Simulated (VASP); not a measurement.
Al12HO: single point with PBE

Al12HO, a slab with vacuum:

```
CELL_PARAMETERS angstrom
5.71430 0.00000 0.00000
0.00000 5.71430 0.00000
0.00000 0.00000 22.17502
ATOMIC_POSITIONS crystal
Al 0.25000 0.25000 0.18038
Al 0.25000 0.75000 0.18038
Al 0.75000 0.25000 0.18038
Al 0.75000 0.75000 0.18038
Al 0.00000 0.00000 0.27441
Al 0.00000 0.50000 0.27441
Al 0.50000 0.00000 0.27441
Al 0.50000 0.50000 0.27441
Al 0.25000 0.25000 0.36866
Al 0.25000 0.75000 0.36866
Al 0.75000 0.25000 0.36866
Al 0.75000 0.75000 0.36866
O 0.50000 0.50000 0.41601
H 0.56187 0.56187 0.45506
```

| Item | Value |
| --- | --- |
| Program | VASP 6.6.1 |
| Task | single point |
| Functional | PBE |
| Potentials or basis | VASP PAW PBE potentials, release 64 (Al, O, H) |
| Cutoff | 520 eV |
| k mesh | 5 × 5 × 1 |
| Occupations | gaussian, width 0.1 eV |
| Spin | collinear spin, ferromagnetic start |
| Starting moments | [0.0, 0.0, 0.0, 0.0, 0.0, 0.0, 0.0, 0.0, 0.0, 0.0, 0.0, 0.0, 1.0, 0.0] μB |

```json
{"Largest force": "1.306 eV/Å", "Net moment": "0.00 μB per cell", "Valence electrons inside the program's atomic spheres": "Al 0.76, 0.77, 0.74, 0.75 (each value once); O 5.07; H 0.69"}
```

Forces in eV/Å, atoms in the order of the input:
```
Al   0.033  0.033  0.051
Al   0.010 -0.030  0.028
Al  -0.030  0.010  0.028
Al  -0.017 -0.017  0.011
Al  -0.004 -0.004 -0.204
Al  -0.040  0.023  0.101
Al   0.023 -0.040  0.101
Al  -0.002 -0.002 -0.126
Al  -0.438 -0.438 -0.132
Al  -0.281  0.271 -0.155
Al   0.271 -0.281 -0.155
Al   0.368  0.368 -0.428
O    0.652  0.652  0.924
H   -0.546 -0.546 -0.042
```

Levels at points of the mesh, in eV from the Fermi level:
Spin up:
```
           k point  band 18  band 19  band 20  band 21  band 22  band 23  band 24  band 25  band 26  band 27
(0.00, 0.00, 0.00)    -1.80    -0.80    -0.56    -0.55    -0.40    -0.23     0.24     0.30     0.61     1.23
```
Spin down:
```csv
k point,band 20,band 21,band 22,band 23,band 24,band 25
"(0.00, 0.00, 0.00)",-0.56,-0.55,-0.40,-0.23,0.24,0.30
```

Wall time 27 min on 1 thread of Oxide Virtual Turin-like Processor, on a shared host, peak memory 1 GiB.
